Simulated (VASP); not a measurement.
# Nb (I4/mmm) in VASP: a series of runs

Nb is run at these levels: r2SCAN; tasks: single point.

Everything below comes from runs of VASP 6.6.1. Logs are shortened: lines on timing, memory, paths and dates and some standing lists are left out, and cuts for length are marked.

## Step 1: The cell of the first run

It takes space group I4/mmm (No. 139, tetragonal). The conventional cell has a = 3.328 Å, b = 3.328 Å, c = 3.245 Å, α = 90.00°, β = 90.00°, γ = 90.00°. Within 3.8 Å of Nb (site symmetry 4/mmm) lie 14 Nb at 2.86 to 3.33 Å.

## Step 2: Single point, r2SCAN (strain +0.000 along x and y, -0.025 along z)

POSCAR reads:

```
Nb
1.0
   -1.6639500000      1.6639500000      1.6223512500
    1.6639500000     -1.6639500000      1.6223512500
    1.6639500000      1.6639500000     -1.6223512500
Nb
1
Direct
    0.0000000000      0.0000000000      0.0000000000
```

INCAR.step1 reads:

```
SYSTEM = Nb
  PREC = Accurate
  ENCUT = 520
  ISMEAR = 0
  SIGMA = 0.15
  LREAL = .False.
  LASPH = .True.
  NELM = 100
  NBANDS = 12
  GGA = PE
  ALGO = Normal
  EDIFF = 1E-4
  LWAVE = .True.
  LCHARG = .False.
```

INCAR.step2 reads:

```
SYSTEM = Nb
  PREC = Accurate
  ENCUT = 520
  EDIFF = 1E-7
  ISMEAR = 0
  SIGMA = 0.15
  LREAL = .False.
  LASPH = .True.
  NELM = 100
  ALGO = Normal
  ISIF = 2
  LWAVE = .False.
  LCHARG = .False.
  METAGGA = R2SCAN
  LMIXTAU = .True.
  NBANDS = 12
  ISTART = 1
```

KPOINTS reads:

```
regular mesh
0
Gamma
  20 20 20
  0 0 0
```

Potentials or basis: VASP PAW PBE potentials, release 64 (Nb_sv).

Started as:

```console
$ cat potpaw_PBE.64/Nb_sv/POTCAR > POTCAR
$ cp INCAR.step1 INCAR
$ mpirun -np 1 vasp_std > vasp.out
$ cp INCAR.step2 INCAR
$ mpirun -np 1 vasp_std > vasp.out
```

OUTCAR:

```text
SYSTEM = Nb
   PREC = Accurate
   ENCUT = 520
   EDIFF = 1E-7
   ISMEAR = 0
   LREAL = .False.
   LASPH = .True.
   NELM = 100
   ISIF = 2
   METAGGA = R2SCAN
   ISTART = 1

 ion  position               nearest neighbor table
   1  0.000  0.000  0.000-

  LATTYP: Found a body centered tetragonal cell.
 ALAT       =     3.3279000000
 C/A-ratio  =     0.9750000000

  Lattice vectors:

 A1 = (  -1.6639500000,   1.6639500000,   1.6223512500)
 A2 = (   1.6639500000,  -1.6639500000,   1.6223512500)
 A3 = (   1.6639500000,   1.6639500000,  -1.6223512500)

Analysis of symmetry for initial positions (statically):
=====================================================================
 Subroutine PRICEL returns:
 Original cell was already a primitive cell.

 Routine SETGRP: Setting up the symmetry group for a
 body centered tetragonal supercell.

 Subroutine GETGRP returns: Found 16 space group operations
 (whereof 16 operations were pure point group operations)
 out of a pool of 16 trial point group operations.

The static configuration has the point symmetry D_4h.

Analysis of symmetry for dynamics (positions and initial velocities):
=====================================================================
 Subroutine PRICEL returns:
 Original cell was already a primitive cell.

 Routine SETGRP: Setting up the symmetry group for a
 body centered tetragonal supercell.

 Subroutine GETGRP returns: Found 16 space group operations
 (whereof 16 operations were pure point group operations)
 out of a pool of 16 trial point group operations.

The dynamic configuration has the point symmetry D_4h.

 Subroutine INISYM returns: Found 16 space group operations
 (whereof 16 operations are pure point group operations),
 and found     1 'primitive' translations

----------------------------------------------------------------------------------------

                                     Primitive cell

  volume of cell :      17.9674

  direct lattice vectors                    reciprocal lattice vectors
    -1.663950000  1.663950000  1.622351250     0.000000000  0.300489798  0.308194665
     1.663950000 -1.663950000  1.622351250     0.300489798  0.000000000  0.308194665
     1.663950000  1.663950000 -1.622351250     0.300489798  0.300489798  0.000000000

  length of vectors
     2.858230709  2.858230709  2.858230709     0.430439392  0.430439392  0.424956748

  position of ions in fractional coordinates (direct lattice)
     0.000000000  0.000000000  0.000000000

  ion indices of the primitive-cell ions
   primitive index   ion index
                 1           1

----------------------------------------------------------------------------------------

 KPOINTS: regular mesh

Automatic generation of k-mesh.
 Grid dimensions read from file:
 generate k-points for:   20   20   20

 Generating k-lattice:

  Cartesian coordinates                     Fractional coordinates (reciprocal lattice)
     0.000000000  0.015024490  0.015409733     0.050000000  0.000000000 -0.000000000
     0.015024490  0.000000000  0.015409733     0.000000000  0.050000000 -0.000000000
     0.015024490  0.015024490  0.000000000     0.000000000  0.000000000  0.050000000

  Length of vectors
     0.021521970  0.021521970  0.021247837

  Shift w.r.t. Gamma in fractional coordinates (k-lattice)
     0.000000000  0.000000000  0.000000000

 Subroutine IBZKPT returns following result:
 ===========================================

 Found    641 irreducible k-points:

 Following reciprocal coordinates:
            Coordinates               Weight
  0.000000  0.000000  0.000000      1.000000
  0.050000 -0.000000  0.000000      8.000000
  0.100000 -0.000000  0.000000      8.000000
  0.150000  0.000000  0.000000      8.000000
  0.200000 -0.000000  0.000000      8.000000
  0.250000  0.000000  0.000000      8.000000
[... 16 lines left out ...]
 -0.400000  0.050000 -0.000000     16.000000
 -0.350000  0.050000 -0.000000     16.000000
 [... further k-points ...]
   k-points           NKPTS =    641   k-points in BZ     NKDIM =    641   number of bands    NBANDS=     12
   number of dos      NEDOS =    301   number of ions     NIONS =      1
   total plane-waves  NPLWV =  13824
   dimension x,y,z NGX =    24 NGY =   24 NGZ =   24
   dimension x,y,z NGXF=    48 NGYF=   48 NGZF=   48
   ions per type =               1
   NGX,Y,Z   is equivalent  to a cutoff of  13.96, 13.96, 13.96 a.u.
   NGXF,Y,Z  is equivalent  to a cutoff of  27.92, 27.92, 27.92 a.u.
 SYSTEM =  Nb
   PREC   = accura    normal or accurate (medium, high low for compatibility)
   ISTART =      1    job   : 0-new  1-cont  2-samecut
   ICHARG =      0    charge: 1-file 2-atom 10-const
   ISPIN  =      1    spin polarized calculation?
   LNONCOLLINEAR =      F non collinear calculations
   LSORBIT =      F    spin-orbit coupling
   LASPH  =      T    aspherical Exc in radial PAW
   ENCUT  =  520.0 eV  38.22 Ry    6.18 a.u.   5.31  5.31  5.31*2*pi/ulx,y,z
   NELM   =    100;   NELMIN=  2; NELMDL=  0     # of ELM steps
   EDIFF  = 0.1E-06   stopping-criterion for ELM
   LREAL  =      F    real-space projection
   EDIFFG = 0.1E-05   stopping-criterion for IOM
   NSW    =      0    number of steps for IOM
   IBRION =     -1    ionic relax: 0-MD 1-quasi-New 2-CG
   NFREE  =      0    steps in history (QN), initial steepest desc. (CG)
   ISIF   =      2    stress and relaxation
   ISYM   =      2    0-nonsym 1-usesym 2-fastsym
   POTIM  = 0.5000    time-step for ionic-motion
   TEBEG  =    0.0;   TEEND  =   0.0 temperature during run
   PSTRESS=    0.0 pullay stress
   NELECT =      13.0000    total number of electrons
   NUPDOWN=      -1.0000    fix difference up-down
   EMIN   =  10.00;   EMAX   =-10.00  energy-range for DOS
   EFERMI =   0.00;   METHOD = LEGACY
   ISMEAR =     0;   SIGMA  =   0.15  broadening in eV -4-tet -1-fermi 0-gaus
   EFERMI_NEDOS =   21; number of points for ismear=-14 and -15
   IALGO  =     38    algorithm
   IMIX   =      4    mixing-type and parameters
     AMIX     =   0.40;   BMIX     =  1.00
     AMIX_MAG =   1.60;   BMIX_MAG =  1.00
  volume/ion in A,a.u.               =      17.97       121.25
  Fermi-wavevector in a.u.,A,eV,Ry     =   1.469696  2.777322 29.388665  2.160006
  Thomas-Fermi vector in A             =   2.585042
   LORBIT       =      0    0 simple, 1 ext, 2 COOP (PROOUT), +10 PAW based schemes
   METAGGA = R2SCAN    functional components
   LHFCALC =     F    Hartree Fock is set to
   AEXX    =    0.0000 exact exchange contribution
   IVDW    =     0    specifies the selected vdW correction
   LEPSILON=     F    determine dielectric tensor
   LRPA    =     F    only Hartree local field effects (RPA)
 non-spin polarized calculation
 Gauss-broadening in eV      SIGMA  =   0.15
  energy-cutoff  :      520.00
  volume of cell :       17.97
 maximum number of plane-waves:       500
 NGX is ok and might be reduce to    24
   NGX = 11   NGY = 11   NGZ = 11

 number of electron      13.0000000 magnetization

 Free energy of the ion-electron system (eV)
  ---------------------------------------------------
  ext. energy  EPLUGINS =         0.00000000
  ---------------------------------------------------
  free energy    TOTEN  =       -24.84747248 eV

  energy without entropy =      -24.83146146  energy(sigma->0) =      -24.83946697

 E-fermi :  11.1850     XC(G=0): -13.6401

 val. band max:       11.1801554429   @ k =   0.0500   0.0500   0.0500
 cond. band min:      11.1881492494   @ k =   0.1000   0.1000   0.0000
 fundamental gap:      0.0079938065
 Fermi energy:        11.1850286630

 k-point     1 :       0.0000    0.0000    0.0000
  band No.  band energies     occupation
      1     -44.9758      2.00000
      2     -19.5099      2.00000
      3     -19.5099      2.00000
      4     -19.5097      2.00000
      5       4.8807      2.00000
      6      11.4128      0.03179
      7      11.7270      0.00000
      8      11.7270      0.00000
      9      14.5317      0.00000
     10      14.9507      0.00000
     11      25.8990      0.00000
     12      25.8990      0.00000

 k-point     2 :       0.0500   -0.0000    0.0000
  band No.  band energies     occupation
      1     -44.9692      2.00000
      2     -19.5485      2.00000
      3     -19.5217      2.00000
      4     -19.5104      2.00000
      5       4.9913      2.00000
      6      11.4105      0.03354
      7      11.7066      0.00000
      8      11.7616      0.00000
      9      14.5053      0.00000
     10      14.8688      0.00000
     11      26.0689      0.00000
     12      26.0923      0.00000

 k-point     3 :       0.1000   -0.0000    0.0000
  band No.  band energies     occupation
      1     -44.9502      2.00000
      2     -19.6597      2.00000
      3     -19.5558      2.00000
      4     -19.5122      2.00000
      5       5.3109      2.00000
      6      11.2713      0.41624
      7      11.6278      0.00003
      8      12.0088      0.00000
      9      14.3906      0.00000
     10      14.7437      0.00000
     11      26.4113      0.00000
     12      26.6563      0.00000
[... 286 lines left out ...]
 k-point    23 :      -0.4000    0.0500   -0.0000
  band No.  band energies     occupation
      1     -44.7407      2.00000
      2     -20.7603      2.00000
      3     -19.9157      2.00000
      4     -19.5453      2.00000
      5       7.4799      2.00000
      6       9.6333      2.00000
      7      12.0133      0.00000
      8      14.7304      0.00000
      9      15.3193      0.00000
     10      16.5834      0.00000
     11      24.3292      0.00000
     12      25.5987      0.00000

 k-point    24 :      -0.3500    0.0500   -0.0000
  band No.  band energies     occupation
      1     -44.7756      2.00000
      2     -20.5890      2.00000
      3     -19.8560      2.00000
      4     -19.5413      2.00000
      5       7.4736      2.00000
      6       9.8680      2.00000
      7      11.3769      0.07050
      8      14.5065      0.00000
      9      15.1457      0.00000
     10      15.6084      0.00000
     11      25.0943      0.00000
     12      26.7054      0.00000

 [... further k-points ...]

------------------------ aborting loop because EDIFF is reached ----------------------------------------

  FORCE on cell =-STRESS in cart. coord.  units (eV):
  Direction    XX          YY          ZZ          XY          YZ          ZX
  --------------------------------------------------------------------------------------
  -------------------------------------------------------------------------------------
  Total       -0.0656797     -0.0656797      0.2384204      0.0000000      0.0000000      0.0000000
  in kB       -5.8567467     -5.8567467     21.2602587      0.0000000      0.0000000      0.0000000
  external PRESSURE =       3.1822551 kB  Pullay stress =       0.0000000 kB

 VOLUME and BASIS-vectors are now :
 -----------------------------------------------------------------------------
  energy-cutoff  :      520.00
  volume of cell :       17.97
      direct lattice vectors                 reciprocal lattice vectors
    -1.663950000  1.663950000  1.622351250     0.000000000  0.300489798  0.308194665
     1.663950000 -1.663950000  1.622351250     0.300489798  0.000000000  0.308194665
     1.663950000  1.663950000 -1.622351250     0.300489798  0.300489798  0.000000000

 POSITION                                       TOTAL-FORCE (eV/Angst)
 -----------------------------------------------------------------------------------
      0.00000      0.00000      0.00000         0.000000      0.000000      0.000000
 -----------------------------------------------------------------------------------
    total drift:                                0.000000      0.000000     -0.000000

  FREE ENERGIE OF THE ION-ELECTRON SYSTEM (eV)
  ---------------------------------------------------
  free  energy   TOTEN  =       -24.8474724758 eV

  energy  without entropy=      -24.8314614616  energy(sigma->0) =      -24.83946697
```

Run time: 2.7 min. Hardware: 1 thread of Intel Xeon 6975P-C (Granite Rapids), shared host; peak memory 0.25 GiB.

What came out:

```yaml
Free_energy: -24.8475 eV
Pressure: 0.3 GPa
```

Stress tensor (GPa, compression positive):
```
-0.59  0.00  0.00
 0.00 -0.59  0.00
 0.00  0.00  2.13
```

Caveat: the cell differs from its parent crystal (strain +0.000 along x and y, -0.025 along z); the PAW data sets were made with another functional, which shifts forces and pressure a little.

## Step 3: Single point, r2SCAN (strain +0.000 along x and y, +0.050 along z)

POSCAR reads:

```
Nb
1.0
   -1.6639500000      1.6639500000      1.7471475000
    1.6639500000     -1.6639500000      1.7471475000
    1.6639500000      1.6639500000     -1.7471475000
Nb
1
Direct
    0.0000000000      0.0000000000      0.0000000000
```

INCAR.step1 reads:

```
SYSTEM = Nb
ALGO = Normal ; EDIFF = 1E-4
ENCUT = 520 ; GGA = PE
ISMEAR = 0 ; LASPH = .TRUE.
LCHARG = .FALSE. ; LREAL = .FALSE.
LWAVE = .TRUE. ; NBANDS = 12
NELM = 100 ; PREC = Accurate
SIGMA = 0.15
```

INCAR.step2 reads:

```
SYSTEM = Nb
ALGO = Normal ; EDIFF = 1E-6
ENCUT = 520 ; ISIF = 2
ISMEAR = 0 ; ISTART = 1
LASPH = .TRUE. ; LCHARG = .TRUE.
LELF = .TRUE. ; LMIXTAU = .TRUE.
LREAL = .FALSE. ; LVHAR = .TRUE.
LWAVE = .FALSE. ; METAGGA = R2SCAN
NBANDS = 12 ; NELM = 100
PREC = Accurate ; SIGMA = 0.15
```

KPOINTS reads:

```
k-points
0
G
  20 20 20
  0 0 0
```

Potentials or basis: VASP PAW PBE potentials, release 64 (Nb_sv).

Started as:

```console
$ cat potpaw_PBE.64/Nb_sv/POTCAR > POTCAR
$ cp INCAR.step1 INCAR
$ mpirun -np 1 vasp_std > vasp.out
$ cp INCAR.step2 INCAR
$ mpirun -np 1 vasp_std > vasp.out
```

Run time: 3.3 min. Hardware: 1 thread of Intel Xeon Platinum 8488C (Sapphire Rapids), shared host; peak memory 0.26 GiB.

It converged, with:

```yaml
Free_energy: -24.7925 eV
Pressure: -10.8 GPa
```

Stress tensor (GPa, compression positive):
```
 -9.28   0.00   0.00
  0.00  -9.28   0.00
  0.00   0.00 -13.90
```

Levels at points of the mesh, in eV from the Fermi level:
| k point | band 2 | band 3 | band 4 | band 5 | band 6 | band 7 | band 8 | band 9 | band 10 | band 11 |
| --- | --- | --- | --- | --- | --- | --- | --- | --- | --- | --- |
| (0.00, 0.00, 0.00) | -30.96 | -30.96 | -30.96 | -6.17 | 0.29 | 0.29 | 0.82 | 2.97 | 3.65 | 14.10 |
| (0.50, 0.00, 0.00) | -32.12 | -31.31 | -30.96 | -3.61 | -1.31 | 1.79 | 2.96 | 4.01 | 6.01 | 11.44 |
| (0.50, 0.50, 0.00) | -32.11 | -31.35 | -31.00 | -3.64 | -1.88 | 2.14 | 3.76 | 4.18 | 6.12 | 11.80 |
| (0.50, 0.50, 0.50) | -31.83 | -31.71 | -31.71 | -3.53 | -3.42 | 5.28 | 5.41 | 5.41 | 8.08 | 9.30 |

Caveat: the cell differs from its parent crystal (strain +0.000 along x and y, +0.050 along z); the PAW data sets were made with another functional, which shifts forces and pressure a little.

## Step 4: Single point, r2SCAN (strain +0.025 along x and y, +0.000 along z)

POSCAR reads:

```
Nb
1.0
   -1.7055487500      1.7055487500      1.6639500000
    1.7055487500     -1.7055487500      1.6639500000
    1.7055487500      1.7055487500     -1.6639500000
Nb
1
Direct
    0.0000000000      0.0000000000      0.0000000000
```

INCAR.step1 reads:

```
SYSTEM = Nb
PREC = Accurate
ENCUT = 520
ISMEAR = 0
SIGMA = 0.15
LREAL = .False.
LASPH = .True.
NELM = 100
NBANDS = 12
GGA = PE
ALGO = Normal
EDIFF = 1E-4
LWAVE = .True.
LCHARG = .False.
```

INCAR.step2 reads:

```
SYSTEM = Nb
PREC = Accurate
ENCUT = 520
EDIFF = 1E-6
ISMEAR = 0
SIGMA = 0.15
LREAL = .False.
LASPH = .True.
NELM = 100
ALGO = Normal
ISIF = 2
LWAVE = .False.
LCHARG = .False.
METAGGA = R2SCAN
LMIXTAU = .True.
NBANDS = 12
ISTART = 1
```

KPOINTS reads:

```
regular mesh
0
Gamma
  20 20 20
  0 0 0
```

Started as:

```console
$ cat potpaw_PBE.64/Nb_sv/POTCAR > POTCAR
$ cp INCAR.step1 INCAR
$ mpirun -np 1 vasp_std > vasp.out
$ cp INCAR.step2 INCAR
$ mpirun -np 1 vasp_std > vasp.out
```

Run time: 3.9 min. Hardware: 1 thread of Intel Xeon Platinum 8488C (Sapphire Rapids), shared host; peak memory 0.26 GiB.

Results (log left out):

- Free energy: -24.7985 eV
- Pressure: -11.1 GPa

Stress tensor (GPa, compression positive):
```
-11.79   0.00   0.00
  0.00 -11.79   0.00
  0.00   0.00  -9.65
```

Levels at points of the mesh, in eV from the Fermi level:
```
           k point  band 4  band 5  band 6  band 7  band 8  band 9
(0.00, 0.00, 0.00)  -30.96   -6.16    0.27    0.55    0.55    3.15
(0.50, 0.00, 0.00)  -30.98   -3.62   -1.60    1.96    3.38    4.08
(0.50, 0.50, 0.00)  -30.95   -3.61   -1.31    1.78    3.07    3.88
(0.50, 0.50, 0.50)  -31.71   -3.50   -3.45    5.34    5.34    5.41
```

Caveat: the cell differs from its parent crystal (strain +0.025 along x and y, +0.000 along z); the PAW data sets were made with another functional, which shifts forces and pressure a little.

## Step 5: Summary

| cell | gap on the mesh (eV) | pressure (GPa) |
| --- | --- | --- |
| a = 2.858 Å, angles 108.8, 108.8, 110.8°, 1 atom | none | 0.3 |
| a = 2.931 Å, angles 110.8, 110.8, 106.8°, 1 atom | none | -10.8 |
| a = 2.930 Å, angles 108.8, 108.8, 110.8°, 1 atom | none | -11.1 |

Alike in all rows: task single point; level r2SCAN; potentials or basis VASP PAW PBE potentials, release 64 (Nb_sv); no spin polarisation; k mesh 20 × 20 × 20; cutoff (eV) 520; smearing gaussian 0.15 eV.

Caveats: the PAW data sets were made with another functional, which shifts forces and pressure a little.

Total energies depend on the potentials used, so only differences within one code and one set of settings carry meaning.
